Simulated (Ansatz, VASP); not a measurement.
**Two plane-wave programs on Ru**

Contents of POSCAR:

```
Ru
1.0
    2.7059477279      0.0000000000      0.0000000000
   -1.3529738639      2.3434194737      0.0000000000
    0.0000000000      0.0000000000      4.2579056513
Ru
2
Direct
    0.3333333333      0.6666666667      0.2500000000
    0.6666666667      0.3333333333      0.7500000000
```

Contents of INCAR.step1:

```
PREC     = Accurate       # precision mode
ENCUT    = 520            # plane-wave cutoff, eV
ISMEAR   = 0              # smearing method
SIGMA    = 1.0            # smearing width, eV
LREAL    = False          # projectors in reciprocal space
LASPH    = True           # aspherical terms in the spheres
NELM     = 80             # most SCF steps
NBANDS   = 21             # bands
GGA      = PE             # functional
ALGO     = Normal         # electronic algorithm
EDIFF    = 1E-4           # SCF threshold, eV
LWAVE    = True           # write WAVECAR
LCHARG   = False          # write CHGCAR
```

INCAR.step2

```
PREC     = Accurate       # precision mode
ENCUT    = 520            # plane-wave cutoff, eV
EDIFF    = 1E-6           # SCF threshold, eV
ISMEAR   = 0              # smearing method
SIGMA    = 1.0            # smearing width, eV
LREAL    = False          # projectors in reciprocal space
LASPH    = True           # aspherical terms in the spheres
NELM     = 80             # most SCF steps
ALGO     = Normal         # electronic algorithm
ISIF     = 2              # what is computed and relaxed
LWAVE    = False          # write WAVECAR
LCHARG   = False          # write CHGCAR
METAGGA  = R2SCAN         # meta-GGA
LMIXTAU  = True         
NBANDS   = 21             # bands
ISTART   = 1
```

File KPOINTS:

```
Automatic mesh
0
Gamma
  13 13 8
```

Input for Ansatz:

```yaml
crystal:
  lattice:
    - [2.7059477279, 0.0, 0.0]
    - [-1.3529738639, 2.3434194737, 0.0]
    - [0.0, 0.0, 4.2579056513]
  atoms:
    - { symbol: Ru, position: [0.3333333333, 0.6666666667, 0.25] }
    - { symbol: Ru, position: [0.6666666667, 0.3333333333, 0.75] }
hamiltonian:
  xc: r2scan
  pseudopotentials:
    kind: paw
    azcp:
      Ru: "pseudopotentials/Ru.paw.azcp"
basis:
  ecutwfc: 500
  fft_grid_basis: typed
kpoints:
  mp_grid: { grid: [13, 13, 8], shift: [0, 0, 0] }
magnetization:
  spin_polarized: false
scf:
  occupations: { method: gaussian, width: 1.0 }
  lower_state_search: "off"
output:
  stress: true
  write_density: true
  write_potential: true
  elf: true
  volumetric_format: npy
```

Alike in both runs: task single point; functional r2SCAN; k mesh 13 × 13 × 8; occupations gaussian, width 1 eV; no spin polarisation.

```csv
,VASP,Ansatz
version,VASP 6.6.1,Ansatz 0.2.0
potentials or method,"VASP PAW PBE potentials, release 64 (Ru_pv), cutoff 520 eV","plane waves (500 eV) with PAW, scalar-relativistic"
valence electrons in the cell,28,32
```

|  | VASP | Ansatz | Ansatz less VASP |
| --- | --- | --- | --- |
| pressure (GPa) | 5.7 | 4.1 | -1.55 |
| traceless stress, the component that is largest in VASP (GPa) | 1.89 | 1.77 | -0.120 |

VASP's potentials were made for PBE, not for r2SCAN. VASP's potentials hold 28 valence electrons a cell and Ansatz's 32, so a difference there can come from the potentials and not from the codes.
